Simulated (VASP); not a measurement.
# AlNi (Pmmm) in VASP: a series of runs

AlNi is run at these levels: PBEsol; tasks: single point.

Everything below comes from runs of VASP 6.6.1. Logs are shortened: lines on timing, memory, paths and dates and some standing lists are left out, and cuts for length are marked.

## Step 1: The cell of the first run

The structure is orthorhombic, space group Pmmm (No. 47). Conventional cell: a = 2.858 Å, b = 2.869 Å, c = 3.173 Å, α = 90.00°, β = 90.00°, γ = 90.00°. Within 3.4 Å of Al (site symmetry mmm) lie 8 Ni at 2.57 Å and 6 Al at 2.86 to 3.17 Å. Within 3.4 Å of Ni (site symmetry mmm) lie 8 Al at 2.57 Å and 6 Ni at 2.86 to 3.17 Å.

## Step 2: Single point, PBEsol (normal strain along x +0.0000, normal strain along y +0.1100)

INCAR

```
PREC     = Accurate       # precision mode
ENCUT    = 520            # plane-wave cutoff, eV
EDIFF    = 1E-6           # SCF threshold, eV
ISMEAR   = 0              # smearing method
SIGMA    = 0.15           # smearing width, eV
LREAL    = F              # projectors in reciprocal space
LASPH    = T              # aspherical terms in the spheres
NELM     = 100            # most SCF steps
ALGO     = Fast           # electronic algorithm
ISIF     = 2              # what is computed and relaxed
LWAVE    = F              # write WAVECAR
LCHARG   = T              # write CHGCAR
GGA      = PS             # functional
LELF     = T              # ELF
LVHAR    = T            
NBANDS   = 14             # bands
```

KPOINTS

```
regular mesh
0
Gamma
  16 16 16
```

POSCAR

```
AlNi
1.0
    2.0211996424     -2.0211459319      0.0000000000
    2.2435256948      2.2434778925      0.0000000000
    0.0000000000      0.0000000000      2.8688666979
Al Ni
1 1
Direct
    0.0000000000      0.0000000000      0.0000000000
    0.5000000000      0.5000000000      0.5000000000
```

Potentials or basis: VASP PAW PBE potentials, release 64 (Al, Ni).

Run with:

```bash
$ cat potpaw_PBE.64/Al/POTCAR potpaw_PBE.64/Ni/POTCAR > POTCAR
$ mpirun -np 1 vasp_std > vasp.out
```

OUTCAR:

```text
PREC = Accurate
   ENCUT = 520
   EDIFF = 1E-6
   ISMEAR = 0
   LREAL = F
   LASPH = T
   NELM = 100
   ISIF = 2
   GGA = PS

 ion  position               nearest neighbor table
   1  0.000  0.000  0.000-   2 2.57   2 2.57   2 2.57   2 2.57   2 2.57   2 2.57   2 2.57   2 2.57

   2  0.500  0.500  0.500-   1 2.57   1 2.57   1 2.57   1 2.57   1 2.57   1 2.57   1 2.57   1 2.57

  LATTYP: Found a simple monoclinic cell.
 ALAT       =     2.8583699677
 B/A-ratio  =     1.0036722784
 C/A-ratio  =     1.1099999999
 COS(beta)  =    -0.0000239405

  Lattice vectors:

 A1 = (   2.0211996424,  -2.0211459319,   0.0000000000)
 A2 = (   0.0000000000,   0.0000000000,   2.8688666979)
 A3 = (  -2.2435256948,  -2.2434778925,   0.0000000000)

Analysis of symmetry for initial positions (statically):
=====================================================================
 Subroutine PRICEL returns:
 Original cell was already a primitive cell.

 Routine SETGRP: Setting up the symmetry group for a
 simple monoclinic supercell.

 Subroutine GETGRP returns: Found  4 space group operations
 (whereof  4 operations were pure point group operations)
 out of a pool of  4 trial point group operations.

The static configuration has the point symmetry C_2h.

Analysis of symmetry for dynamics (positions and initial velocities):
=====================================================================
 Subroutine PRICEL returns:
 Original cell was already a primitive cell.

 Routine SETGRP: Setting up the symmetry group for a
 simple monoclinic supercell.

 Subroutine GETGRP returns: Found  4 space group operations
 (whereof  4 operations were pure point group operations)
 out of a pool of  4 trial point group operations.

The dynamic configuration has the point symmetry C_2h.

 Subroutine INISYM returns: Found  4 space group operations
 (whereof  4 operations are pure point group operations),
 and found     1 'primitive' translations

----------------------------------------------------------------------------------------

                                     Primitive cell

  volume of cell :      26.0178

  direct lattice vectors                    reciprocal lattice vectors
     2.021199642 -2.021145932  0.000000000     0.247378491 -0.247383762  0.000000000
     2.243525695  2.243477893  0.000000000     0.222862918  0.222868841  0.000000000
     0.000000000  0.000000000  2.868866698     0.000000000  0.000000000  0.348569699

  length of vectors
     2.858369968  3.172790664  2.868866698     0.349849744  0.315179949  0.348569699

  position of ions in fractional coordinates (direct lattice)
     0.000000000  0.000000000  0.000000000
     0.500000000  0.500000000  0.500000000

  ion indices of the primitive-cell ions
   primitive index   ion index
                 1           1
                 2           2

----------------------------------------------------------------------------------------

 KPOINTS: regular mesh

Automatic generation of k-mesh.
 Grid dimensions read from file:
 generate k-points for:   16   16   16

 Generating k-lattice:

  Cartesian coordinates                     Fractional coordinates (reciprocal lattice)
     0.015461156 -0.015461485  0.000000000     0.062500000  0.000000000  0.000000000
     0.013928932  0.013929303  0.000000000    -0.000000000  0.062500000  0.000000000
     0.000000000  0.000000000  0.021785606     0.000000000  0.000000000  0.062500000

  Length of vectors
     0.021865609  0.019698747  0.021785606

  Shift w.r.t. Gamma in fractional coordinates (k-lattice)
     0.000000000  0.000000000  0.000000000

 Subroutine IBZKPT returns following result:
 ===========================================

 Found   1170 irreducible k-points:

 Following reciprocal coordinates:
            Coordinates               Weight
  0.000000  0.000000  0.000000      1.000000
  0.062500  0.000000  0.000000      2.000000
  0.125000  0.000000  0.000000      2.000000
  0.187500  0.000000  0.000000      2.000000
  0.250000  0.000000  0.000000      2.000000
  0.312500  0.000000  0.000000      2.000000
[... 16 lines left out ...]
 -0.187500  0.062500  0.000000      2.000000
 -0.125000  0.062500  0.000000      2.000000
 [... further k-points ...]
   k-points           NKPTS =   1170   k-points in BZ     NKDIM =   1170   number of bands    NBANDS=     14
   number of dos      NEDOS =    301   number of ions     NIONS =      2
   total plane-waves  NPLWV =  13824
   dimension x,y,z NGX =    24 NGY =   24 NGZ =   24
   dimension x,y,z NGXF=    48 NGYF=   48 NGZF=   48
   ions per type =               1   1
   NGX,Y,Z   is equivalent  to a cutoff of  13.96, 12.58, 13.91 a.u.
   NGXF,Y,Z  is equivalent  to a cutoff of  27.92, 25.15, 27.82 a.u.
 SYSTEM =  unknown system
   PREC   = accura    normal or accurate (medium, high low for compatibility)
   ISTART =      0    job   : 0-new  1-cont  2-samecut
   ICHARG =      2    charge: 1-file 2-atom 10-const
   ISPIN  =      1    spin polarized calculation?
   LNONCOLLINEAR =      F non collinear calculations
   LSORBIT =      F    spin-orbit coupling
   LASPH  =      T    aspherical Exc in radial PAW
   ENCUT  =  520.0 eV  38.22 Ry    6.18 a.u.   5.31  5.90  5.33*2*pi/ulx,y,z
   NELM   =    100;   NELMIN=  2; NELMDL= -5     # of ELM steps
   EDIFF  = 0.1E-05   stopping-criterion for ELM
   LREAL  =      F    real-space projection
   EDIFFG = 0.1E-04   stopping-criterion for IOM
   NSW    =      0    number of steps for IOM
   IBRION =     -1    ionic relax: 0-MD 1-quasi-New 2-CG
   NFREE  =      0    steps in history (QN), initial steepest desc. (CG)
   ISIF   =      2    stress and relaxation
   ISYM   =      2    0-nonsym 1-usesym 2-fastsym
   POTIM  = 0.5000    time-step for ionic-motion
   TEBEG  =    0.0;   TEEND  =   0.0 temperature during run
   PSTRESS=    0.0 pullay stress
   NELECT =      13.0000    total number of electrons
   NUPDOWN=      -1.0000    fix difference up-down
   EMIN   =  10.00;   EMAX   =-10.00  energy-range for DOS
   EFERMI =   0.00;   METHOD = LEGACY
   ISMEAR =     0;   SIGMA  =   0.15  broadening in eV -4-tet -1-fermi 0-gaus
   EFERMI_NEDOS =   21; number of points for ismear=-14 and -15
   IALGO  =     68    algorithm
   IMIX   =      4    mixing-type and parameters
     AMIX     =   0.40;   BMIX     =  1.00
     AMIX_MAG =   1.60;   BMIX_MAG =  1.00
  volume/ion in A,a.u.               =      13.01        87.79
  Fermi-wavevector in a.u.,A,eV,Ry     =   1.299070  2.454886 22.960957  1.687583
  Thomas-Fermi vector in A             =   2.430358
   LORBIT       =      0    0 simple, 1 ext, 2 COOP (PROOUT), +10 PAW based schemes
   GGA     = PS    functional components
   LHFCALC =     F    Hartree Fock is set to
   AEXX    =    0.0000 exact exchange contribution
   IVDW    =     0    specifies the selected vdW correction
   LEPSILON=     F    determine dielectric tensor
   LRPA    =     F    only Hartree local field effects (RPA)
 non-spin polarized calculation
 RMM-DIIS sequential band-by-band and
 Gauss-broadening in eV      SIGMA  =   0.15
  energy-cutoff  :      520.00
  volume of cell :       26.02
 maximum number of plane-waves:       717
 NGX is ok and might be reduce to    24
   NGX = 11   NGY = 11   NGZ = 11

 number of electron      13.0000001 magnetization

 Free energy of the ion-electron system (eV)
  ---------------------------------------------------
  ext. energy  EPLUGINS =         0.00000000
  ---------------------------------------------------
  free energy    TOTEN  =       -11.43995035 eV

  energy without entropy =      -11.42807686  energy(sigma->0) =      -11.43401361

 E-fermi :   8.8285     XC(G=0): -11.7635

 val. band max:        8.8194241481   @ k =   0.2500   0.3750   0.2500
 cond. band min:       8.8357562948   @ k =   0.3750   0.0000   0.1875
 fundamental gap:      0.0163321467
 Fermi energy:         8.8285119385

 k-point     1 :       0.0000    0.0000    0.0000
  band No.  band energies     occupation
      1      -1.7104      2.00000
      2       5.9030      2.00000
      3       5.9996      2.00000
      4       7.3849      2.00000
      5       7.3953      2.00000
      6       7.6222      2.00000
      7      11.8602      0.00000
      8      15.0952      0.00000
      9      15.2279      0.00000
     10      15.8152      0.00000
     11      17.1012      0.00000
     12      21.6075      0.00000
     13      28.1362      0.00000
     14      28.2265      0.00000

 k-point     2 :       0.0625    0.0000    0.0000
  band No.  band energies     occupation
      1      -1.6377      2.00000
      2       5.9201      2.00000
      3       6.0052      2.00000
      4       7.3480      2.00000
      5       7.3888      2.00000
      6       7.5946      2.00000
      7      11.9702      0.00000
      8      14.2654      0.00000
      9      15.1850      0.00000
     10      15.9003      0.00000
     11      17.7797      0.00000
     12      21.9955      0.00000
     13      27.1433      0.00000
     14      28.1523      0.00000

 k-point     3 :       0.1250    0.0000    0.0000
  band No.  band energies     occupation
      1      -1.4200      2.00000
      2       5.9585      2.00000
      3       6.0199      2.00000
      4       7.2213      2.00000
      5       7.3998      2.00000
      6       7.5177      2.00000
      7      12.2856      0.00000
      8      12.7704      0.00000
      9      15.4489      0.00000
     10      15.9749      0.00000
     11      18.6178      0.00000
     12      23.1496      0.00000
     13      25.4875      0.00000
     14      28.1058      0.00000
[... 324 lines left out ...]
 k-point    23 :      -0.1875    0.0625    0.0000
  band No.  band energies     occupation
      1      -1.0020      2.00000
      2       5.9465      2.00000
      3       6.0628      2.00000
      4       7.0238      2.00000
      5       7.3928      2.00000
      6       7.4169      2.00000
      7      11.3438      0.00000
      8      12.2581      0.00000
      9      15.9452      0.00000
     10      16.6562      0.00000
     11      19.2871      0.00000
     12      23.2156      0.00000
     13      24.9178      0.00000
     14      26.5089      0.00000

 k-point    24 :      -0.1250    0.0625    0.0000
  band No.  band energies     occupation
      1      -1.3614      2.00000
      2       5.9442      2.00000
      3       6.0253      2.00000
      4       7.1985      2.00000
      5       7.3822      2.00000
      6       7.5202      2.00000
      7      11.7500      0.00000
      8      12.8580      0.00000
      9      15.5228      0.00000
     10      16.5369      0.00000
     11      18.6702      0.00000
     12      23.2132      0.00000
     13      24.8152      0.00000
     14      27.5410      0.00000

 [... further k-points ...]

------------------------ aborting loop because EDIFF is reached ----------------------------------------

  FORCE on cell =-STRESS in cart. coord.  units (eV):
  Direction    XX          YY          ZZ          XY          YZ          ZX
  --------------------------------------------------------------------------------------
  -------------------------------------------------------------------------------------
  Total       -2.3621722     -2.3615128     -2.0499605     -0.3658519      0.0000000      0.0000000
  in kB     -145.4627854   -145.4221851   -126.2367641    -22.5291977      0.0000000      0.0000000
  external PRESSURE =    -139.0405782 kB  Pullay stress =       0.0000000 kB

 VOLUME and BASIS-vectors are now :
 -----------------------------------------------------------------------------
  energy-cutoff  :      520.00
  volume of cell :       26.02
      direct lattice vectors                 reciprocal lattice vectors
     2.021199642 -2.021145932  0.000000000     0.247378491 -0.247383762  0.000000000
     2.243525695  2.243477893  0.000000000     0.222862918  0.222868841  0.000000000
     0.000000000  0.000000000  2.868866698     0.000000000  0.000000000  0.348569699

 POSITION                                       TOTAL-FORCE (eV/Angst)
 -----------------------------------------------------------------------------------
      0.00000      0.00000      0.00000        -0.000000     -0.000000      0.000000
      2.13236      0.11117      1.43443         0.000000      0.000000      0.000000
 -----------------------------------------------------------------------------------
    total drift:                                0.000000     -0.000000     -0.000000

  FREE ENERGIE OF THE ION-ELECTRON SYSTEM (eV)
  ---------------------------------------------------
  free  energy   TOTEN  =       -11.4399503513 eV

  energy  without entropy=      -11.4280768618  energy(sigma->0) =      -11.43401361
```

It took 3.8 min on 1 thread of Intel Xeon 6975P-C, shared host; peak memory 0.52 GiB.

What came out:

```yaml
Free_energy: -11.4400 eV
Pressure: -13.9 GPa
```

Caveat: the cell differs from its parent crystal (normal strain along x +0.0000, normal strain along y +0.1100); the PAW data sets were made with another functional, which shifts forces and pressure a little.

[end of part 1 of 2]
